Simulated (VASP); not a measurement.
# Al2Cu in VASP: a series of runs, part 2 of 2

VASP 6.6.1.

## (4) Relaxation of cell and atoms, PBEsol+D4

Input file INCAR:

```
SYSTEM = Al2Cu
  ALGO = Normal
  EDIFF = 1E-6
  EDIFFG = -0.01
  ENCUT = 600
  GGA = PS
  IBRION = 2
  ISIF = 3
  ISMEAR = -1
  IVDW = 13
  LASPH = .True.
  LCHARG = .False.
  LREAL = .False.
  LWAVE = .False.
  NELM = 100
  NSW = 60
  PREC = Accurate
  SIGMA = 0.05
```

Input file KPOINTS:

```
k-points
0
Gamma
  9 9 9
  0 0 0
```

Input file POSCAR:

```
Al2Cu
1.0
   -2.0303375000      2.0303375000      2.8510940000
    2.0303375000     -2.0303375000      2.8510940000
    2.0303375000      2.0303375000     -2.8510940000
Cu Al
1 2
Direct
    0.5000000000      0.5000000000      0.0000000000
    0.2500000000      0.7500000000      0.5000000000
    0.7500000000      0.2500000000      0.5000000000
```

Potentials or basis: VASP PAW PBE potentials, release 64 (Cu, Al).

The run is started by

```bash
cat potpaw_PBE.64/Cu/POTCAR potpaw_PBE.64/Al/POTCAR > POTCAR
mpirun -np 1 vasp_std > vasp.out
```

OUTCAR:

```text
SYSTEM = Al2Cu
   EDIFF = 1E-6
   EDIFFG = -0.01
   ENCUT = 600
   GGA = PS
   IBRION = 2
   ISIF = 3
   ISMEAR = -1
   IVDW = 13
   LASPH = .True.
   LREAL = .False.
   NELM = 100
   NSW = 60
   PREC = Accurate

 ion  position               nearest neighbor table
   1  0.500  0.500  0.000-   2 2.48   3 2.48   2 2.48   3 2.48   2 2.48   3 2.48   2 2.48   3 2.48

   2  0.250  0.750  0.500-   1 2.48   1 2.48   1 2.48   1 2.48   3 2.85   3 2.85   3 2.87   3 2.87
                             3 2.87   3 2.87
   3  0.750  0.250  0.500-   1 2.48   1 2.48   1 2.48   1 2.48   2 2.85   2 2.85   2 2.87   2 2.87
                             2 2.87   2 2.87

  LATTYP: Found a body centered tetragonal cell.
 ALAT       =     4.0606750000
 C/A-ratio  =     1.4042463384

  Lattice vectors:

 A1 = (  -2.0303375000,   2.0303375000,   2.8510940000)
 A2 = (   2.0303375000,  -2.0303375000,   2.8510940000)
 A3 = (   2.0303375000,   2.0303375000,  -2.8510940000)

Analysis of symmetry for initial positions (statically):
=====================================================================
 Subroutine PRICEL returns:
 Original cell was already a primitive cell.

 Routine SETGRP: Setting up the symmetry group for a
 body centered tetragonal supercell.

 Subroutine GETGRP returns: Found 16 space group operations
 (whereof 16 operations were pure point group operations)
 out of a pool of 16 trial point group operations.

The static configuration has the point symmetry D_4h.

Analysis of symmetry for dynamics (positions and initial velocities):
=====================================================================
 Subroutine PRICEL returns:
 Original cell was already a primitive cell.

 Routine SETGRP: Setting up the symmetry group for a
 body centered tetragonal supercell.

 Subroutine GETGRP returns: Found 16 space group operations
 (whereof 16 operations were pure point group operations)
 out of a pool of 16 trial point group operations.

The dynamic configuration has the point symmetry D_4h.

 Subroutine INISYM returns: Found 16 space group operations
 (whereof 16 operations are pure point group operations),
 and found     1 'primitive' translations

----------------------------------------------------------------------------------------

                                     Primitive cell

  volume of cell :      47.0119

  direct lattice vectors                    reciprocal lattice vectors
    -2.030337500  2.030337500  2.851094000     0.000000000  0.246264476  0.175371279
     2.030337500 -2.030337500  2.851094000     0.246264476  0.000000000  0.175371279
     2.030337500  2.030337500 -2.851094000     0.246264476  0.246264476  0.000000000

  length of vectors
     4.046390703  4.046390703  4.046390703     0.302326442  0.302326442  0.348270562

  position of ions in fractional coordinates (direct lattice)
     0.500000000  0.500000000  0.000000000
     0.250000000  0.750000000  0.500000000
     0.750000000  0.250000000  0.500000000

  ion indices of the primitive-cell ions
   primitive index   ion index
                 1           1
                 2           2
                 3           3

----------------------------------------------------------------------------------------

 KPOINTS: k-points

Automatic generation of k-mesh.
 Grid dimensions read from file:
 generate k-points for:    9    9    9

 Generating k-lattice:

  Cartesian coordinates                     Fractional coordinates (reciprocal lattice)
     0.000000000  0.027362720  0.019485698     0.111111111  0.000000000  0.000000000
     0.027362720  0.000000000  0.019485698     0.000000000  0.111111111  0.000000000
     0.027362720  0.027362720  0.000000000     0.000000000  0.000000000  0.111111111

  Length of vectors
     0.033591827  0.033591827  0.038696729

  Shift w.r.t. Gamma in fractional coordinates (k-lattice)
     0.000000000  0.000000000  0.000000000

 Subroutine IBZKPT returns following result:
 ===========================================

 Found     75 irreducible k-points:

 Following reciprocal coordinates:
            Coordinates               Weight
  0.000000  0.000000  0.000000      1.000000
  0.111111  0.000000 -0.000000      8.000000
  0.222222  0.000000  0.000000      8.000000
  0.333333  0.000000 -0.000000      8.000000
  0.444444  0.000000  0.000000      8.000000
  0.111111  0.111111 -0.000000      8.000000
[... 16 lines left out ...]
 -0.333333  0.333333  0.000000      4.000000
  0.444444  0.444444  0.000000      8.000000
 [... further k-points ...]
   k-points           NKPTS =     75   k-points in BZ     NKDIM =     75   number of bands    NBANDS=     12
   number of dos      NEDOS =    301   number of ions     NIONS =      3
   total plane-waves  NPLWV =  32768
   dimension x,y,z NGX =    32 NGY =   32 NGZ =   32
   dimension x,y,z NGXF=    64 NGYF=   64 NGZF=   64
   ions per type =               1   2
   NGX,Y,Z   is equivalent  to a cutoff of  13.15, 13.15, 13.15 a.u.
   NGXF,Y,Z  is equivalent  to a cutoff of  26.29, 26.29, 26.29 a.u.
 SYSTEM =  Al2Cu
   PREC   = accura    normal or accurate (medium, high low for compatibility)
   ISTART =      0    job   : 0-new  1-cont  2-samecut
   ICHARG =      2    charge: 1-file 2-atom 10-const
   ISPIN  =      1    spin polarized calculation?
   LNONCOLLINEAR =      F non collinear calculations
   LSORBIT =      F    spin-orbit coupling
   LASPH  =      T    aspherical Exc in radial PAW
   ENCUT  =  600.0 eV  44.10 Ry    6.64 a.u.   8.08  8.08  8.08*2*pi/ulx,y,z
   NELM   =    100;   NELMIN=  2; NELMDL= -5     # of ELM steps
   EDIFF  = 0.1E-05   stopping-criterion for ELM
   LREAL  =      F    real-space projection
   EDIFFG = -.1E-01   stopping-criterion for IOM
   NSW    =     60    number of steps for IOM
   IBRION =      2    ionic relax: 0-MD 1-quasi-New 2-CG
   NFREE  =      1    steps in history (QN), initial steepest desc. (CG)
   ISIF   =      3    stress and relaxation
   ISYM   =      2    0-nonsym 1-usesym 2-fastsym
   POTIM  = 0.5000    time-step for ionic-motion
   TEBEG  =    0.0;   TEEND  =   0.0 temperature during run
   PSTRESS=    0.0 pullay stress
   NELECT =      17.0000    total number of electrons
   NUPDOWN=      -1.0000    fix difference up-down
   EMIN   =  10.00;   EMAX   =-10.00  energy-range for DOS
   EFERMI =   0.00;   METHOD = LEGACY
   ISMEAR =    -1;   SIGMA  =   0.05  broadening in eV -4-tet -1-fermi 0-gaus
   EFERMI_NEDOS =   21; number of points for ismear=-14 and -15
   IALGO  =     38    algorithm
   IMIX   =      4    mixing-type and parameters
     AMIX     =   0.40;   BMIX     =  1.00
     AMIX_MAG =   1.60;   BMIX_MAG =  1.00
  volume/ion in A,a.u.               =      15.67       105.75
  Fermi-wavevector in a.u.,A,eV,Ry     =   1.166331  2.204046 18.508385  1.360328
  Thomas-Fermi vector in A             =   2.302845
   LORBIT       =      0    0 simple, 1 ext, 2 COOP (PROOUT), +10 PAW based schemes
   GGA     = PS    functional components
   LHFCALC =     F    Hartree Fock is set to
   AEXX    =    0.0000 exact exchange contribution
   IVDW    =    13    specifies the selected vdW correction
   LEPSILON=     F    determine dielectric tensor
   LRPA    =     F    only Hartree local field effects (RPA)
 conjugate gradient relaxation of ions
 non-spin polarized calculation
  energy-cutoff  :      600.00
  volume of cell :       47.01
 maximum number of plane-waves:      1592
   NGX = 17   NGY = 17   NGZ = 17

--------------------------------------- Ionic step        1  -------------------------------------------

 number of electron      17.0000011 magnetization

 Free energy of the ion-electron system (eV)
  ---------------------------------------------------
  ext. energy  EPLUGINS =         0.00000000
  ---------------------------------------------------
  free energy    TOTEN  =       -13.00650580 eV

  energy without entropy =      -12.99349987  energy(sigma->0) =      -13.00000283

------------------------ aborting loop because EDIFF is reached ----------------------------------------

  DFT-D4 for vdW energy calculation

  Edisp (eV):   -0.66374
[... 73 lines left out ...]
--------------------------------------- Ionic step        3  -------------------------------------------

 number of electron      17.0000012 magnetization

 Free energy of the ion-electron system (eV)
  ---------------------------------------------------
  ext. energy  EPLUGINS =         0.00000000
  ---------------------------------------------------
  free energy    TOTEN  =       -13.00028714 eV

  energy without entropy =      -12.98724707  energy(sigma->0) =      -12.99376710

 E-fermi :   7.2540     XC(G=0): -10.7060

 val. band max:        7.2507489570   @ k =  -0.2222  -0.3333   0.1111
 cond. band min:       7.2574284799   @ k =   0.1111   0.1111  -0.0000
 fundamental gap:      0.0066795229
 Fermi energy:         7.2539758359

 k-point     1 :       0.0000    0.0000    0.0000
  band No.  band energies     occupation
      1      -3.1369      2.00000
      2       2.5735      2.00000
      3       2.5788      2.00000
      4       2.5788      2.00000
      5       3.1506      2.00000
      6       3.1596      2.00000
      7      10.1653      0.00000
      8      10.1653      0.00000
      9      10.2138      0.00000
     10      10.2460      0.00000
     11      10.3195      0.00000
     12      10.3195      0.00000
[... 331 lines left out ...]
 k-point    24 :       0.4444    0.4444    0.0000
  band No.  band energies     occupation
      1       1.0909      2.00000
      2       1.3735      2.00000
      3       1.9673      2.00000
      4       3.0771      2.00000
      5       3.1436      2.00000
      6       3.2828      2.00000
      7       3.3219      2.00000
      8       4.6740      2.00000
      9       5.4054      2.00000
     10       8.1358      0.00000
     11       9.4487      0.00000
     12      15.4637      0.00000

 [... further k-points ...]

------------------------ aborting loop because EDIFF is reached ----------------------------------------

  DFT-D4 for vdW energy calculation

  Edisp (eV):   -0.67512
[... 26 lines left out ...]
  FREE ENERGIE OF THE ION-ELECTRON SYSTEM (eV)
  ---------------------------------------------------
  free  energy   TOTEN  =       -13.6754029060 eV

  energy  without entropy=      -13.6623628361  energy(sigma->0) =      -13.66888287

 reached required accuracy - stopping structural energy minimisation
```

CONTCAR:

```text
Al2Cu
   1.00000000000000
    -2.0175732520696532    2.0175732520696532    2.8346521261754414
     2.0175732520696532   -2.0175732520696532    2.8346521261754414
     2.0175732520696532    2.0175732520696532   -2.8346521261754414
  Cu              Al
     1     2
Direct
     0.5000000000000000    0.5000000000000000    0.0000000000000000
     0.2500000000000000    0.7500000000000000    0.5000000000000000
     0.7500000000000000    0.2500000000000000    0.5000000000000000

  0.00000000E+00  0.00000000E+00  0.00000000E+00
  0.00000000E+00  0.00000000E+00  0.00000000E+00
  0.00000000E+00  0.00000000E+00  0.00000000E+00
```

Run time: 45 s. Hardware: 1 thread of Intel Xeon 6975P-C (Granite Rapids), shared host; peak memory 0.22 GiB.

Results:

* Free energy: -13.6754 eV
* Relaxed volume: 15.38 Å³/atom
* Relaxed cell: a = 4.022 Å, b = 4.022 Å, c = 4.022 Å, α = 119.78°, β = 119.78°, γ = 90.38°
* Space group after relaxing (to 0.05 Å): I4/mmm (No. 139)
* Energy gained by relaxing: 1.7 meV/atom
* Ionic steps: 3
* Pressure after relaxing: 0.0 GPa
* Dispersion energy per atom: -0.225 eV

Step by step:
| step | energy change (eV) | largest force (eV/Å) | pressure (GPa) | volume (Å³) |
| --- | --- | --- | --- | --- |
| 1 | 0.0000 | 0.0000 | -1.87 | 47.01 |
| 2 | -0.0041 | 0.0000 | 0.97 | 45.78 |
| 3 | -0.0052 | 0.0000 | -0.02 | 46.15 |

Final structure:
```
Cu Al
1.0
    -2.01757    2.01757    2.83465
     2.01757   -2.01757    2.83465
     2.01757    2.01757   -2.83465
Cu Al
1 2
Direct
  0.50000 0.50000 0.00000
  0.25000 0.75000 0.50000
  0.75000 0.25000 0.50000
```

Caveat: the PAW data sets were made with another functional, which shifts forces and pressure a little; pairwise dispersion overbinds metals, which lowers pressure and volume.

## (5) Single point, LDA

Input file INCAR:

```
SYSTEM = Al2Cu
ALGO = Fast
EDIFF = 1E-7
ENCUT = 520
GGA = CA
ISIF = 2
ISMEAR = -1
LASPH = .TRUE.
LCHARG = .FALSE.
LREAL = .FALSE.
LWAVE = .FALSE.
NBANDS = 16
NELM = 80
PREC = Accurate
SIGMA = 0.1
```

Input file KPOINTS:

```
k-points
0
G
  6 6 7
  0 0 0
```

Input file POSCAR:

```
Al2Cu
1.0
   -2.0303375000      2.0303375000      2.8510940000
    2.0303375000     -2.0303375000      2.8510940000
    2.0303375000      2.0303375000     -2.8510940000
Cu Al
1 2
Direct
    0.5041870000      0.4947320000      0.0022620000
    0.2455800000      0.7451240000      0.5011330000
    0.7479760000      0.2497260000      0.5009340000
```

Potentials or basis: VASP PAW LDA potentials, release 64 (Cu, Al).

The run is started by

```bash
cat potpaw_LDA.64/Cu/POTCAR potpaw_LDA.64/Al/POTCAR > POTCAR
mpirun -np 1 vasp_std > vasp.out
```

Wall time 59 s (1 thread of Intel Xeon 6975P-C (Granite Rapids), shared host); peak memory 0.21 GiB.

It converged, with:

```
Free energy   : -13.6995 eV
Pressure      : -2.7 GPa
Largest force : 0.221 eV/Å
```

Forces on the atoms (eV/Å):
```
Cu   0.124 -0.169 -0.070
Al  -0.039  0.060  0.118
Al  -0.085  0.109 -0.048
```

Stress tensor (GPa, compression positive):
```
-3.03  0.07 -0.22
 0.07 -2.41 -0.21
-0.22 -0.21 -2.62
```

Levels at points of the mesh, in eV from the Fermi level:
| k point | band 5 | band 6 | band 7 | band 8 | band 9 | band 10 | band 11 | band 12 | band 13 | band 14 |
| --- | --- | --- | --- | --- | --- | --- | --- | --- | --- | --- |
| (0.00, 0.00, 0.00) | -4.16 | -4.15 | 2.78 | 2.85 | 2.88 | 2.91 | 2.95 | 2.99 | 4.15 | 6.84 |
| (0.50, 0.00, 0.00) | -4.13 | -4.10 | -4.09 | 0.57 | 0.59 | 2.87 | 2.98 | 3.73 | 4.35 | 9.70 |
| (0.00, 0.50, 0.00) | -4.10 | -4.09 | -4.09 | 0.54 | 0.65 | 2.89 | 2.92 | 3.74 | 4.33 | 9.71 |
| (0.50, 0.50, 0.00) | -4.23 | -3.99 | -3.87 | -2.02 | -1.97 | 0.31 | 1.52 | 9.03 | 10.46 | 10.69 |

## (6) The runs side by side

```csv
task,level,potentials or basis,cell,k mesh,cutoff (eV),smearing,gap on the mesh (eV),pressure (GPa),relaxed volume (Å³/atom)
relaxation of cell and atoms,PBEsol,"VASP PAW PBE potentials, release 64 (Cu, Al)",relaxed,9 × 9 × 9,600,fermi-dirac 0.05 eV,none,0.0,15.71
relaxation of cell and atoms,PBEsol+D3(BJ),"VASP PAW PBE potentials, release 64 (Cu, Al)",relaxed,9 × 9 × 9,600,fermi-dirac 0.05 eV,none,0.0,15.17
relaxation of cell and atoms,PBEsol+D4,"VASP PAW PBE potentials, release 64 (Cu, Al)",relaxed,9 × 9 × 9,600,fermi-dirac 0.05 eV,none,0.0,15.38
single point,LDA,"VASP PAW LDA potentials, release 64 (Cu, Al)",as given,6 × 6 × 7,520,fermi-dirac 0.1 eV,none,-2.7,-
```

Alike in all rows: no spin polarisation.

Caveats: the PAW data sets were made with another functional, which shifts forces and pressure a little (some runs); pairwise dispersion overbinds metals, which lowers pressure and volume (some runs).

Absolute energies hang on the potentials; compare differences alone.
